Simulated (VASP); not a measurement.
Here is a VASP 6.6.1 calculation.

The input INCAR:

```
SYSTEM = SrMg
PREC     = Accurate       ! precision mode
ENCUT    = 520            ! plane-wave cutoff, eV
EDIFF    = 1E-6           ! SCF threshold, eV
ISMEAR   = -1             ! smearing method
SIGMA    = 0.05           ! smearing width, eV
LREAL    = .False.        ! projectors in reciprocal space
LASPH    = .True.         ! aspherical terms in the spheres
NELM     = 100            ! most SCF steps
ALGO     = Normal         ! electronic algorithm
ISIF     = 2              ! what is computed and relaxed
LWAVE    = .False.        ! write WAVECAR
LCHARG   = .False.        ! write CHGCAR
GGA      = CA             ! functional
NBANDS   = 13             ! bands
```

KPOINTS

```
Automatic mesh
0
Gamma
  9 9 9
  0 0 0
```

POSCAR

```
SrMg
1.0
    3.2893873947      0.0000000000      0.0000000000
    0.0000000000      3.2893873947      0.0000000000
    0.0000000000      0.0000000000      3.2893873947
Sr Mg
1 1
Direct
    0.5000000000      0.5000000000      0.5000000000
    0.0000000000      0.0000000000      0.0000000000
```

Potentials or basis: VASP PAW LDA potentials, release 64 (Sr_sv, Mg).

Command:

```bash
$ cat potpaw_LDA.64/Sr_sv/POTCAR potpaw_LDA.64/Mg/POTCAR > POTCAR
$ mpirun -np 1 vasp_std > vasp.out
```

Question: Predict the pressure.

Answer: 44.0 GPa.

Question: Predict the band gap on the k mesh.

Answer: Zero (bands 6 and 7 overlap by 2.32 eV).

Caveat: the cell stands under pressure.
